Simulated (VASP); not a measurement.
Here is a VASP 6.6.1 calculation.

Contents of INCAR:

```
ALGO = Fast
EDIFF = 1E-6
ENCUT = 520
GGA = PE
ISIF = 2
ISMEAR = 0
LASPH = True
LCHARG = True
LELF = True
LREAL = False
LVHAR = True
LWAVE = False
NBANDS = 11
NELM = 100
PREC = Accurate
SIGMA = 0.15
```

KPOINTS

```
k-points
0
Gamma
  16 16 16
```

The input POSCAR:

```
Ca
1.0
   -2.2052049036      2.2052049036      2.0863090695
    2.2052049036     -2.2052049036      2.0863090695
    2.2052049036      2.2052049036     -2.0863090695
Ca
1
Direct
    0.5000000000      0.5000000000      0.0000000000
```

Potentials or basis: VASP PAW PBE potentials, release 64 (Ca_sv).

Command:

```console
$ cat potpaw_PBE.64/Ca_sv/POTCAR > POTCAR
$ mpirun -np 1 vasp_std > vasp.out
```

Task: Estimate the band gap on the k mesh.

Result: Zero (band 5 reaches 2.49 eV, above the bottom of band 6 at 2.05 eV).

Task: What does it give for the pressure?

Result: 0.7 GPa.

Caveat: the cell differs from its parent crystal (strain +0.000 along x and y, -0.050 along z).
